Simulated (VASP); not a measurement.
Here is a VASP 6.6.1 calculation.

The input INCAR:

```
SYSTEM = H
  PREC = Accurate
  ENCUT = 520
  EDIFF = 1E-7
  ISMEAR = 0
  SIGMA = 0.05
  LREAL = .FALSE.
  LASPH = .TRUE.
  NELM = 60
  ALGO = Normal
  ISIF = 2
  LWAVE = .FALSE.
  LCHARG = .FALSE.
  NBANDS = 10
```

Contents of KPOINTS:

```
regular mesh
0
G
  6 6 6
  0 0 0
```

Contents of POSCAR:

```
H
1.0
    2.5972465661     -2.5412357686      0.0000000000
    2.5972465661      2.5412357686      0.0000000000
    0.0000000000      0.0000000000      4.1418180000
H
4
Direct
    0.9532956300      0.0467043700      0.0685088900
    0.4532956300      0.5467043700      0.4314911100
    0.5467043700      0.4532956300      0.5685088900
    0.0467043700      0.9532956300      0.9314911100
```

Potentials or basis: VASP PAW LDA potentials, release 64 (H).

The run is started by

```bash
$ cat potpaw_LDA.64/H/POTCAR > POTCAR
$ mpirun -np 1 vasp_std > vasp.out
```

Problem. Estimate the band gap on the k mesh.

Solution. 8.69 eV (least direct gap 9.37 eV).

Problem. Estimate the pressure.

Solution. 0.7 GPa.

Problem. What does it give for the largest force?

Solution. 1.042 eV/Å.

Forces in eV/Å, atoms in the order of the input:
```
H    0.000  0.669  0.799
H    0.000  0.669 -0.799
H    0.000 -0.669  0.799
H    0.000 -0.669 -0.799
```

Caveat: the cell differs from its parent crystal (strain -0.0100 x Voigt [1, 1, 0, 0, 0, 0]); forces of over 1 eV/Å act on the atoms, so gaps and moduli don't describe the material at rest. A k mesh can miss the band edges.
